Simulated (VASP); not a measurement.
# HgTe (F-43m) in VASP: a series of runs

HgTe is run at these levels: PBEsol; tasks: single point.

Program: VASP 6.6.1. These are calculated values, not measurements. Logs are shortened: lines on timing, memory, paths and dates and some standing lists are left out, and cuts for length are marked.

## Step 1: The cell of the first run

It takes space group F-43m (No. 216, cubic). The conventional cell has a = 5.756 Å, b = 5.756 Å, c = 5.756 Å, α = 90.00°, β = 90.00°, γ = 90.00°. Hg (site symmetry -43m) has 4 Te at 2.49 Å within 3.3 Å. Within 3.3 Å of Te (site symmetry -43m) lie 4 Hg at 2.49 Å.

## Step 2: Single point, PBEsol

The input, INCAR:

```
SYSTEM = HgTe
ALGO = Normal ; EDIFF = 1E-6
ENCUT = 520 ; GGA = PS
ISIF = 2 ; ISMEAR = 0
LASPH = .True. ; LCHARG = .False.
LREAL = .False. ; LWAVE = .False.
NBANDS = 16 ; NELM = 100
PREC = Accurate ; SIGMA = 0.1
```

The input, KPOINTS:

```
k-points
0
Gamma
  12 12 12
  0 0 0
```

The input, POSCAR:

```
HgTe
1.0
    0.0000000000      2.8779325538      2.8779325538
    2.8779325538      0.0000000000      2.8779325538
    2.8779325538      2.8779325538      0.0000000000
Hg Te
1 1
Direct
    0.0000000000      0.0000000000      0.0000000000
    0.2500000000      0.2500000000      0.2500000000
```

Potentials or basis: VASP PAW PBE potentials, release 64 (Hg, Te).

The run is started by

```sh
$ cat potpaw_PBE.64/Hg/POTCAR potpaw_PBE.64/Te/POTCAR > POTCAR
$ mpirun -np 1 vasp_std > vasp.out
```

OUTCAR:

```text
SYSTEM = HgTe
   EDIFF = 1E-6
   ENCUT = 520
   GGA = PS
   ISIF = 2
   ISMEAR = 0
   LASPH = .True.
   LREAL = .False.
   NELM = 100
   PREC = Accurate

 ion  position               nearest neighbor table
   1  0.000  0.000  0.000-   2 2.49   2 2.49   2 2.49   2 2.49
   2  0.250  0.250  0.250-   1 2.49   1 2.49   1 2.49   1 2.49

  LATTYP: Found a face centered cubic cell.
 ALAT       =     5.7558651076

  Lattice vectors:

 A1 = (   0.0000000000,   2.8779325538,   2.8779325538)
 A2 = (   2.8779325538,   0.0000000000,   2.8779325538)
 A3 = (   2.8779325538,   2.8779325538,   0.0000000000)

Analysis of symmetry for initial positions (statically):
=====================================================================
 Subroutine PRICEL returns:
 Original cell was already a primitive cell.

 Routine SETGRP: Setting up the symmetry group for a
 face centered cubic supercell.

 Subroutine GETGRP returns: Found 24 space group operations
 (whereof 24 operations were pure point group operations)
 out of a pool of 48 trial point group operations.

The static configuration has the point symmetry T_d .

Analysis of symmetry for dynamics (positions and initial velocities):
=====================================================================
 Subroutine PRICEL returns:
 Original cell was already a primitive cell.

 Routine SETGRP: Setting up the symmetry group for a
 face centered cubic supercell.

 Subroutine GETGRP returns: Found 24 space group operations
 (whereof 24 operations were pure point group operations)
 out of a pool of 48 trial point group operations.

The dynamic configuration has the point symmetry T_d .

 Subroutine INISYM returns: Found 24 space group operations
 (whereof 24 operations are pure point group operations),
 and found     1 'primitive' translations

----------------------------------------------------------------------------------------

                                     Primitive cell

  volume of cell :      47.6729

  direct lattice vectors                    reciprocal lattice vectors
     0.000000000  2.877932554  2.877932554    -0.173735830  0.173735830  0.173735830
     2.877932554  0.000000000  2.877932554     0.173735830 -0.173735830  0.173735830
     2.877932554  2.877932554  0.000000000     0.173735830  0.173735830 -0.173735830

  length of vectors
     4.070011249  4.070011249  4.070011249     0.300919284  0.300919284  0.300919284

  position of ions in fractional coordinates (direct lattice)
     0.000000000  0.000000000  0.000000000
     0.250000000  0.250000000  0.250000000

  ion indices of the primitive-cell ions
   primitive index   ion index
                 1           1
                 2           2

----------------------------------------------------------------------------------------

 KPOINTS: k-points

Automatic generation of k-mesh.
 Grid dimensions read from file:
 generate k-points for:   12   12   12

 Generating k-lattice:

  Cartesian coordinates                     Fractional coordinates (reciprocal lattice)
    -0.014477986  0.014477986  0.014477986     0.083333333  0.000000000  0.000000000
     0.014477986 -0.014477986  0.014477986     0.000000000  0.083333333  0.000000000
     0.014477986  0.014477986 -0.014477986     0.000000000  0.000000000  0.083333333

  Length of vectors
     0.025076607  0.025076607  0.025076607

  Shift w.r.t. Gamma in fractional coordinates (k-lattice)
     0.000000000  0.000000000  0.000000000

 Subroutine IBZKPT returns following result:
 ===========================================

 Found     72 irreducible k-points:

 Following reciprocal coordinates:
            Coordinates               Weight
  0.000000  0.000000  0.000000      1.000000
  0.083333  0.000000  0.000000      8.000000
  0.166667  0.000000  0.000000      8.000000
  0.250000  0.000000  0.000000      8.000000
  0.333333  0.000000  0.000000      8.000000
  0.416667  0.000000  0.000000      8.000000
[... 16 lines left out ...]
  0.500000  0.166667  0.000000     24.000000
 -0.416667  0.166667  0.000000     24.000000
 [... further k-points ...]
   k-points           NKPTS =     72   k-points in BZ     NKDIM =     72   number of bands    NBANDS=     16
   number of dos      NEDOS =    301   number of ions     NIONS =      2
   total plane-waves  NPLWV =  27000
   dimension x,y,z NGX =    30 NGY =   30 NGZ =   30
   dimension x,y,z NGXF=    60 NGYF=   60 NGZF=   60
   ions per type =               1   1
   NGX,Y,Z   is equivalent  to a cutoff of  12.25, 12.25, 12.25 a.u.
   NGXF,Y,Z  is equivalent  to a cutoff of  24.51, 24.51, 24.51 a.u.
 SYSTEM =  HgTe
   PREC   = accura    normal or accurate (medium, high low for compatibility)
   ISTART =      0    job   : 0-new  1-cont  2-samecut
   ICHARG =      2    charge: 1-file 2-atom 10-const
   ISPIN  =      1    spin polarized calculation?
   LNONCOLLINEAR =      F non collinear calculations
   LSORBIT =      F    spin-orbit coupling
   LASPH  =      T    aspherical Exc in radial PAW
   ENCUT  =  520.0 eV  38.22 Ry    6.18 a.u.   7.57  7.57  7.57*2*pi/ulx,y,z
   NELM   =    100;   NELMIN=  2; NELMDL= -5     # of ELM steps
   EDIFF  = 0.1E-05   stopping-criterion for ELM
   LREAL  =      F    real-space projection
   EDIFFG = 0.1E-04   stopping-criterion for IOM
   NSW    =      0    number of steps for IOM
   IBRION =     -1    ionic relax: 0-MD 1-quasi-New 2-CG
   NFREE  =      0    steps in history (QN), initial steepest desc. (CG)
   ISIF   =      2    stress and relaxation
   ISYM   =      2    0-nonsym 1-usesym 2-fastsym
   POTIM  = 0.5000    time-step for ionic-motion
   TEBEG  =    0.0;   TEEND  =   0.0 temperature during run
   PSTRESS=    0.0 pullay stress
   NELECT =      18.0000    total number of electrons
   NUPDOWN=      -1.0000    fix difference up-down
   EMIN   =  10.00;   EMAX   =-10.00  energy-range for DOS
   EFERMI =   0.00;   METHOD = LEGACY
   ISMEAR =     0;   SIGMA  =   0.10  broadening in eV -4-tet -1-fermi 0-gaus
   EFERMI_NEDOS =   21; number of points for ismear=-14 and -15
   IALGO  =     38    algorithm
   IMIX   =      4    mixing-type and parameters
     AMIX     =   0.40;   BMIX     =  1.00
     AMIX_MAG =   1.60;   BMIX_MAG =  1.00
  volume/ion in A,a.u.               =      23.84       160.86
  Fermi-wavevector in a.u.,A,eV,Ry     =   1.183246  2.236011 19.049125  1.400071
  Thomas-Fermi vector in A             =   2.319484
   LORBIT       =      0    0 simple, 1 ext, 2 COOP (PROOUT), +10 PAW based schemes
   GGA     = PS    functional components
   LHFCALC =     F    Hartree Fock is set to
   AEXX    =    0.0000 exact exchange contribution
   IVDW    =     0    specifies the selected vdW correction
   LEPSILON=     F    determine dielectric tensor
   LRPA    =     F    only Hartree local field effects (RPA)
 non-spin polarized calculation
 Gauss-broadening in eV      SIGMA  =   0.10
  energy-cutoff  :      520.00
  volume of cell :       47.67
 maximum number of plane-waves:      1304
   NGX = 15   NGY = 15   NGZ = 15

 number of electron      18.0000000 magnetization

 Free energy of the ion-electron system (eV)
  ---------------------------------------------------
  ext. energy  EPLUGINS =         0.00000000
  ---------------------------------------------------
  free energy    TOTEN  =        -2.49916017 eV

  energy without entropy =       -2.49907985  energy(sigma->0) =       -2.49912001

 E-fermi :   7.6640     XC(G=0): -10.6048

 val. band max:        7.5810912299   @ k =   0.0000   0.0000   0.0000
 cond. band min:       7.6888449582   @ k =   0.0000   0.0000   0.0000
 fundamental gap:      0.1077537282
 Fermi energy:         7.6639930358

 k-point     1 :       0.0000    0.0000    0.0000
  band No.  band energies     occupation
      1      -7.8174      2.00000
      2      -2.6108      2.00000
      3      -2.6108      2.00000
      4      -2.6108      2.00000
      5      -1.5554      2.00000
      6      -1.5554      2.00000
[... 8 lines left out ...]
     15      16.6990      0.00000
     16      16.6990      0.00000

 k-point     2 :       0.0833    0.0000    0.0000
  band No.  band energies     occupation
      1      -7.7524      2.00000
      2      -2.6089      2.00000
      3      -2.5911      2.00000
      4      -2.5911      2.00000
      5      -1.5597      2.00000
      6      -1.5597      2.00000
[... 8 lines left out ...]
     15      16.1946      0.00000
     16      16.1946      0.00000

 k-point     3 :       0.1667    0.0000    0.0000
  band No.  band energies     occupation
      1      -7.5689      2.00000
      2      -2.5843      2.00000
      3      -2.5390      2.00000
      4      -2.5390      2.00000
      5      -1.5675      2.00000
      6      -1.5675      2.00000
[... 8 lines left out ...]
     15      15.7440      0.00000
     16      15.7440      0.00000

 k-point     4 :       0.2500    0.0000    0.0000
  band No.  band energies     occupation
      1      -7.3033      2.00000
      2      -2.4847      2.00000
      3      -2.4740      2.00000
      4      -2.4740      2.00000
      5      -1.5667      2.00000
      6      -1.5667      2.00000
[... 8 lines left out ...]
     15      15.7660      0.00000
     16      15.7660      0.00000
[... 324 lines left out ...]
 k-point    22 :       0.4167    0.1667    0.0000
  band No.  band energies     occupation
      1      -6.7820      2.00000
      2      -2.4535      2.00000
      3      -2.2770      2.00000
      4      -2.0976      2.00000
      5      -1.4949      2.00000
      6      -1.4923      2.00000
[... 8 lines left out ...]
     15      17.3291      0.00000
     16      17.9863      0.00000

 k-point    23 :       0.5000    0.1667    0.0000
  band No.  band energies     occupation
      1      -6.6250      2.00000
      2      -2.3910      2.00000
      3      -2.2631      2.00000
      4      -1.8091      2.00000
      5      -1.5035      2.00000
      6      -1.2299      2.00000
[... 8 lines left out ...]
     15      17.7251      0.00000
     16      17.9853      0.00000

 k-point    24 :      -0.4167    0.1667    0.0000
  band No.  band energies     occupation
      1      -6.6046      2.00000
      2      -2.3698      2.00000
      3      -2.2763      2.00000
      4      -1.6773      2.00000
      5      -1.5408      2.00000
      6      -1.1819      2.00000
[... 8 lines left out ...]
     15      16.9849      0.00000
     16      17.2141      0.00000

 [... further k-points ...]
[... 5 lines left out ...]
  --------------------------------------------------------------------------------------
  -------------------------------------------------------------------------------------
  Total       12.1122099     12.1122099     12.1122099     -0.0000000      0.0000000     -0.0000000
  in kB      407.0634781    407.0634781    407.0634781     -0.0000000      0.0000000     -0.0000000
  external PRESSURE =     407.0634781 kB  Pullay stress =       0.0000000 kB

 VOLUME and BASIS-vectors are now :
 -----------------------------------------------------------------------------
  energy-cutoff  :      520.00
  volume of cell :       47.67
      direct lattice vectors                 reciprocal lattice vectors
     0.000000000  2.877932554  2.877932554    -0.173735830  0.173735830  0.173735830
     2.877932554  0.000000000  2.877932554     0.173735830 -0.173735830  0.173735830
     2.877932554  2.877932554  0.000000000     0.173735830  0.173735830 -0.173735830

 POSITION                                       TOTAL-FORCE (eV/Angst)
 -----------------------------------------------------------------------------------
      0.00000      0.00000      0.00000         0.000000     -0.000000     -0.000000
      1.43897      1.43897      1.43897        -0.000000      0.000000      0.000000
 -----------------------------------------------------------------------------------
    total drift:                                0.000000      0.000000      0.000000

  FREE ENERGIE OF THE ION-ELECTRON SYSTEM (eV)
  ---------------------------------------------------
  free  energy   TOTEN  =        -2.4991601686 eV

  energy  without entropy=       -2.4990798469  energy(sigma->0) =       -2.49912001
```

Wall time 75 s (1 thread of Intel Xeon Platinum 8259CL at 2.50GHz (Skylake/Cascade Lake), shared host); peak memory 0.21 GiB.

What came out:

* Free energy: -2.4992 eV
* Pressure: 40.7 GPa
* Band gap on the k mesh: 0.11 eV

Caveat: the cell stands under pressure; the PAW data sets were made with another functional, which shifts forces and pressure a little; spin-orbit coupling is left out, which moves the levels of the heavy elements. A k mesh can miss the band edges.

[end of part 1 of 3]
